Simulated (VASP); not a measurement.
Wanted: the native input for a VASP 6.6.1 run.

```yaml
Task: single point
Functional: PBE
Potentials_or_basis: VASP PAW PBE potentials, release 64 (Si, O)
Cutoff: 520 eV
k_mesh: 9 × 9 × 1
Occupations: gaussian, width 0.05 eV
Spin: collinear spin, ferromagnetic start
Starting_moments: "[0.0, 0.0, 0.0, 0.0, 0.0, 0.0, 0.0, 0.0, 2.0] μB"
Dipole_correction: yes
Further_INCAR_settings: ALGO = Normal; EDIFF = 1e-06; NBANDS = 33
```

The structure of Si8O lies in POSCAR:

```
Si8O
1.0
    3.8510821792      0.0000000000      0.0000000000
   -1.9255410896      3.3351349992      0.0000000000
    0.0000000000      0.0000000000     25.7458745107
Si O
8 1
Direct
    0.6666666667      0.3333333334      0.1553646973
    0.3333333333      0.6666666666      0.1864797868
    0.3333333333      0.6666666666      0.2789705438
    0.6666666667      0.3333333334      0.3100856332
    0.6666666667      0.3333333334      0.4023777075
    0.3333333333      0.6666666666      0.4328816163
    0.3333333333      0.6666666666      0.5270845181
    0.6666666667      0.3333333334      0.5533264953
    1.0000000000      0.5000000000      0.5975734177
```

The input as run:

INCAR

```
SYSTEM = Si8O
ALGO = Normal ; DIPOL = 0.5 0.5 0.383
EDIFF = 1E-6 ; ENCUT = 520
GGA = PE ; IDIPOL = 3
ISIF = 2 ; ISMEAR = 0
ISPIN = 2 ; LASPH = .True.
LCHARG = .False. ; LDIPOL = .True.
LORBIT = 11 ; LREAL = .False.
LWAVE = .False. ; MAGMOM = 0 0 0 0 0 0 0 0 2
NBANDS = 33 ; NELM = 150
PREC = Accurate ; SIGMA = 0.05
```

KPOINTS

```
k-points
0
Gamma
  9 9 1
  0 0 0
```

Potentials or basis: VASP PAW PBE potentials, release 64 (Si, O).

Command:

```console
$ cat potpaw_PBE.64/Si/POTCAR potpaw_PBE.64/O/POTCAR > POTCAR
$ mpirun -np 1 vasp_std > vasp.out
```

It gave:

- Largest force: 1.635 eV/Å
- Net moment: -0.74 μB per cell
- Site moments: Si -0.21, -0.02, -0.05, -0.01, +0.01, +0.00 (each value once); O +0.04 μB
- Valence electrons inside the program's atomic spheres: Si 1.64, 1.67, 1.68, 1.66, 1.70 (each value once); O 5.01

Caveat: a moment this small can come from the mesh or the smearing.

It took 41 min on 1 thread of Oxide Virtual Turin-like Processor (shared host), peak memory 0.77 GiB.
